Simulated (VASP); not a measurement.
Here is a VASP 6.6.1 calculation.

File INCAR:

```
SYSTEM = C
PREC     = Accurate       ! precision mode
ENCUT    = 600            ! plane-wave cutoff, eV
EDIFF    = 1E-6           ! SCF threshold, eV
ISMEAR   = -1             ! smearing method
SIGMA    = 0.05           ! smearing width, eV
LREAL    = .False.        ! projectors in reciprocal space
LASPH    = .True.         ! aspherical terms in the spheres
NELM     = 100            ! most SCF steps
ALGO     = Normal         ! electronic algorithm
ISIF     = 3              ! what is computed and relaxed
LWAVE    = .False.        ! write WAVECAR
LCHARG   = .False.        ! write CHGCAR
GGA      = PE             ! functional
IBRION   = 2              ! ionic algorithm
NSW      = 80             ! ionic steps
EDIFFG   = -0.03          ! ionic threshold
```

File KPOINTS:

```
Automatic mesh
0
Gamma
  14 14 14
  0 0 0
```

POSCAR

```
C
1.0
    0.0000000000      1.5401361108      1.5401361108
    1.5401361108      0.0000000000      1.5401361108
    1.5401361108      1.5401361108      0.0000000000
C
1
Direct
    0.0000000000      0.0000000000      0.0000000000
```

Potentials or basis: VASP PAW PBE potentials, release 64 (C).

Run with:

```bash
$ cat potpaw_PBE.64/C/POTCAR > POTCAR
$ mpirun -np 1 vasp_std > vasp.out
```

**Question.** What does it give for the band gap on the k mesh?

**Answer.** Zero (band 2 reaches 15.57 eV, above the bottom of band 3 at 4.44 eV).

Final structure:
```yaml
crystal:
  lattice:
    - [0.00000, 1.54014, 1.54014]
    - [1.54014, 0.00000, 1.54014]
    - [1.54014, 1.54014, 0.00000]
  atoms:
    - { symbol: C, position: [0.00000, 0.00000, 0.00000] }
```

Caveat: the relaxation stopped at its first step, so nothing moved.
